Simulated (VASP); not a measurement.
# GaGe in VASP: notebook, part 2 of 2

VASP 6.6.1. Earlier steps stand in the parts before.

## 5. Relaxation of cell and atoms, PBE

The input, INCAR:

```
PREC = Accurate
ENCUT = 600
EDIFF = 1E-7
ISMEAR = -1
SIGMA = 0.05
LREAL = False
LASPH = True
NELM = 60
ALGO = Normal
ISIF = 3
LWAVE = False
LCHARG = False
GGA = PE
IBRION = 2
NSW = 60
EDIFFG = -0.01
```

The input, KPOINTS:

```
regular mesh
0
Gamma
  8 8 8
```

The input, POSCAR:

```
GaGe
1.0
    0.0000000000      2.8978440000      2.8978440000
    2.8978440000      0.0000000000      2.8978440000
    2.8978440000      2.8978440000      0.0000000000
Ge Ga
1 1
Direct
    0.0000000000      0.0000000000      0.0000000000
    0.2500000000      0.2500000000      0.2500000000
```

Launch:

```console
cat potpaw_PBE.64/Ge_d/POTCAR potpaw_PBE.64/Ga_d/POTCAR > POTCAR
mpirun -np 1 vasp_std > vasp.out
```

It took 28 s on 1 thread of Intel Xeon 6975P-C (Granite Rapids), shared host; peak memory 0.22 GiB.

It converged, with:

* Free energy: -7.0994 eV
* Relaxed volume: 24.48 Å³/atom
* Relaxed cell: a = 4.106 Å, b = 4.106 Å, c = 4.106 Å, α = 60.00°, β = 60.00°, γ = 60.00°
* Space group after relaxing (to 0.05 Å): F-43m (No. 216)
* Energy gained by relaxing: 0.1 meV/atom
* Ionic steps: 2
* Pressure after relaxing: 0.0 GPa

Step by step:
| step | energy change (eV) | largest force (eV/Å) | pressure (GPa) | volume (Å³) |
| --- | --- | --- | --- | --- |
| 1 | 0.0000 | 0.0000 | 0.27 | 48.67 |
| 2 | -0.0002 | 0.0000 | -0.01 | 48.95 |

Final structure:
```yaml
crystal:
  lattice:
    - [0.00000, 2.90349, 2.90349]
    - [2.90349, 0.00000, 2.90349]
    - [2.90349, 2.90349, 0.00000]
  atoms:
    - { symbol: Ge, position: [0.00000, 0.00000, 0.00000] }
    - { symbol: Ga, position: [0.25000, 0.25000, 0.25000] }
```

Levels at points of the mesh, in eV from the Fermi level:
| k point | band 10 | band 11 | band 12 | band 13 | band 14 | band 15 | band 16 | band 17 |
| --- | --- | --- | --- | --- | --- | --- | --- | --- |
| (0.00, 0.00, 0.00) | -14.29 | -10.50 | 1.67 | 1.67 | 1.67 | 2.01 | 4.35 | 4.35 |
| (0.50, 0.00, 0.00) | -14.29 | -8.56 | -5.35 | 0.38 | 0.38 | 2.04 | 5.34 | 5.34 |
| (0.50, 0.50, 0.00) | -14.28 | -7.51 | -5.80 | -1.24 | -1.24 | 2.33 | 2.43 | 10.96 |

## 6. Single point, PBE, non-collinear spin, zero start, spin-orbit coupling

The input, INCAR:

```
SYSTEM = GaGe
PREC = Accurate ; ENCUT = 520
EDIFF = 1E-7 ; ISMEAR = -1
SIGMA = 0.05 ; LREAL = .False.
LASPH = .True. ; NELM = 150
ALGO = Normal ; ISIF = 2
LWAVE = .False. ; LCHARG = .False.
MAGMOM = 0 0 0 0 0 0 ; LORBIT = 11
LSORBIT = .True. ; GGA_COMPAT = .False.
LORBMOM = .True. ; GGA = PE
NBANDS = 39
```

The input, KPOINTS:

```
Automatic mesh
0
Gamma
  6 6 6
  0 0 0
```

POSCAR is that of step 5.

Potentials or basis: VASP PAW PBE potentials, release 64 (Ge_d, Ga_d).

Launch:

```console
cat potpaw_PBE.64/Ge_d/POTCAR potpaw_PBE.64/Ga_d/POTCAR > POTCAR
mpirun -np 1 vasp_ncl > vasp.out
```

OUTCAR:

```text
SYSTEM = GaGe
   PREC = Accurate
   ENCUT = 520
   EDIFF = 1E-7
   ISMEAR = -1
   LREAL = .False.
   LASPH = .True.
   NELM = 150
   ISIF = 2
   LORBIT = 11
   LSORBIT = .True.
   GGA = PE

 ion  position               nearest neighbor table
   1  0.000  0.000  0.000-   2 2.51   2 2.51   2 2.51   2 2.51
   2  0.250  0.250  0.250-   1 2.51   1 2.51   1 2.51   1 2.51

  LATTYP: Found a face centered cubic cell.
 ALAT       =     5.7956880000

  Lattice vectors:

 A1 = (   0.0000000000,   2.8978440000,   2.8978440000)
 A2 = (   2.8978440000,   0.0000000000,   2.8978440000)
 A3 = (   2.8978440000,   2.8978440000,   0.0000000000)

Analysis of symmetry for initial positions (statically):
=====================================================================
 Subroutine PRICEL returns:
 Original cell was already a primitive cell.

 Routine SETGRP: Setting up the symmetry group for a
 face centered cubic supercell.

 Subroutine GETGRP returns: Found 24 space group operations
 (whereof 24 operations were pure point group operations)
 out of a pool of 48 trial point group operations.

The static configuration has the point symmetry T_d .

Analysis of symmetry for dynamics (positions and initial velocities):
=====================================================================
 Subroutine PRICEL returns:
 Original cell was already a primitive cell.

 Routine SETGRP: Setting up the symmetry group for a
 face centered cubic supercell.

 Subroutine GETGRP returns: Found 24 space group operations
 (whereof 24 operations were pure point group operations)
 out of a pool of 48 trial point group operations.

The dynamic configuration has the point symmetry T_d .

Analysis of structural, dynamic, and magnetic symmetry:
=====================================================================
 Subroutine PRICEL returns:
 Original cell was already a primitive cell.

 Routine SETGRP: Setting up the symmetry group for a
 face centered cubic supercell.

[... 1125 lines left out ...]
 # of ion     p       d       tot
 ----------------------------------------
  1        -0.000   0.000  -0.000
  2         0.000  -0.000   0.000
 ----------------------------------------
           -0.000   0.000  -0.000

 orbital moment (z)

 # of ion     p       d       tot
 ----------------------------------------
  1        -0.000   0.000  -0.000
  2         0.000  -0.000   0.000
 ----------------------------------------
            0.000  -0.000   0.000

 Spin-Orbit-Coupling matrix elements

 Ion:    1  E_soc:     -0.0193971
 l=   1
     0.0000000    -0.0022847    -0.0022847
    -0.0022847     0.0000000    -0.0022847
    -0.0022847    -0.0022847     0.0000000
 l=   2
     0.0000000    -0.0001889     0.0000000    -0.0001889    -0.0007592
    -0.0001889     0.0000000    -0.0005694    -0.0001889    -0.0001898
     0.0000000    -0.0005694     0.0000000    -0.0005694     0.0000000
    -0.0001889    -0.0001889    -0.0005694     0.0000000    -0.0001898
    -0.0007592    -0.0001898     0.0000000    -0.0001898     0.0000000
 l=   3
     0.0000000     0.0000000     0.0000000     0.0000000     0.0000000     0.0000000     0.0000000
     0.0000000     0.0000000     0.0000000     0.0000000     0.0000000     0.0000000     0.0000000
     0.0000000     0.0000000     0.0000000     0.0000000     0.0000000     0.0000000     0.0000000
     0.0000000     0.0000000     0.0000000     0.0000000     0.0000000     0.0000000     0.0000000
     0.0000000     0.0000000     0.0000000     0.0000000     0.0000000     0.0000000     0.0000000
     0.0000000     0.0000000     0.0000000     0.0000000     0.0000000     0.0000000     0.0000000
     0.0000000     0.0000000     0.0000000     0.0000000     0.0000000     0.0000000     0.0000000

 Ion:    2  E_soc:     -0.0121939
 l=   1
     0.0000000    -0.0011991    -0.0011991
    -0.0011991     0.0000000    -0.0011991
    -0.0011991    -0.0011991     0.0000000
 l=   2
     0.0000000    -0.0001613     0.0000000    -0.0001613    -0.0006719
    -0.0001613     0.0000000    -0.0005039    -0.0001613    -0.0001680
     0.0000000    -0.0005039     0.0000000    -0.0005039     0.0000000
    -0.0001613    -0.0001613    -0.0005039     0.0000000    -0.0001680
    -0.0006719    -0.0001680     0.0000000    -0.0001680     0.0000000
 l=   3
     0.0000000     0.0000000     0.0000000     0.0000000     0.0000000     0.0000000     0.0000000
     0.0000000     0.0000000     0.0000000     0.0000000     0.0000000     0.0000000     0.0000000
     0.0000000     0.0000000     0.0000000     0.0000000     0.0000000     0.0000000     0.0000000
     0.0000000     0.0000000     0.0000000     0.0000000     0.0000000     0.0000000     0.0000000
     0.0000000     0.0000000     0.0000000     0.0000000     0.0000000     0.0000000     0.0000000
     0.0000000     0.0000000     0.0000000     0.0000000     0.0000000     0.0000000     0.0000000
     0.0000000     0.0000000     0.0000000     0.0000000     0.0000000     0.0000000     0.0000000

 total charge

# of ion       s       p       d       tot
------------------------------------------
    1        1.181   1.136   9.996  12.313
    2        0.951   0.736   9.954  11.642
--------------------------------------------------
tot          2.132   1.872  19.950  23.955

 magnetization (x)

# of ion       s       p       d       tot
------------------------------------------
    1        0.000   0.000   0.000   0.000
    2       -0.000  -0.000  -0.000  -0.000
--------------------------------------------------
tot         -0.000  -0.000  -0.000  -0.000

 magnetization (y)

# of ion       s       p       d       tot
------------------------------------------
    1        0.000   0.000   0.000   0.000
    2       -0.000   0.000   0.000  -0.000
--------------------------------------------------
tot         -0.000   0.000   0.000  -0.000

 magnetization (z)

# of ion       s       p       d       tot
------------------------------------------
    1        0.000   0.000   0.000   0.000
    2       -0.000   0.000   0.000   0.000
--------------------------------------------------
tot         -0.000   0.000   0.000   0.000
```

stdout:

```text
POSCAR found type information on POSCAR GeGa
 POSCAR found :  2 types and       2 ions
 scaLAPACK will be used
 LDA part: xc-table for (Slater+PW92), standard interpolation
 POSCAR, INCAR and KPOINTS ok, starting setup
 FFT: planning ... GRIDC
 FFT: planning ... GRID_SOFT
 FFT: planning ... GRID
 WAVECAR not read
 entering main loop
```

It took 57 s on 1 thread of Intel Xeon 6975P-C (Granite Rapids), shared host; peak memory 0.3 GiB.

Results:

```yaml
Free_energy: -7.1411 eV
Pressure: 0.1 GPa
Net_moment: 0.00 μB per cell
Valence_electrons_inside_the_program's_atomic_spheres: Ge 12.31; Ga 11.64
```

Moments on the atoms (μB; x, y, z):
```
Ge  0.00 0.00 0.00
Ga  0.00 0.00 0.00
```

## 7. The runs side by side

| task | level | spin | cell | k mesh | cutoff (eV) | smearing | gap on the mesh (eV) | pressure (GPa) |
| --- | --- | --- | --- | --- | --- | --- | --- | --- |
| single point | PBE | off | a = 4.098 Å, angles 60.0°, 2 atoms | 8 × 8 × 8 | 520 | fermi-dirac 0.05 eV | none | 0.3 |
| single point | PBEsol | off | a = 4.034 Å, angles 60.0°, 2 atoms | 8 × 8 × 8 | 520 | fermi-dirac 0.05 eV | none | 0.0 |
| single point | PBE | off | a = 4.098 Å, angles 60.0°, 2 atoms | 8 × 8 × 8 | 520 | gaussian 0.011 eV | none | 0.3 |
| relaxation of cell and atoms | PBE | off | relaxed from a = 4.098 Å, angles 60.0°, 2 atoms | 8 × 8 × 8 | 600 | fermi-dirac 0.05 eV | none | 0.0 |
| single point | PBE | non-collinear, zero start, SOC | a = 4.098 Å, angles 60.0°, 2 atoms | 6 × 6 × 6 | 520 | fermi-dirac 0.05 eV | - | 0.1 |

Some of these runs hold the atoms at other places in the same cell, which the table doesn't show; runs alike in all that it shows share one row.

Alike in all rows: potentials or basis VASP PAW PBE potentials, release 64 (Ge_d, Ga_d).

Caveats: the PAW data sets were made with another functional, which shifts forces and pressure a little (some runs).

Absolute energies hang on the potentials; compare differences alone.
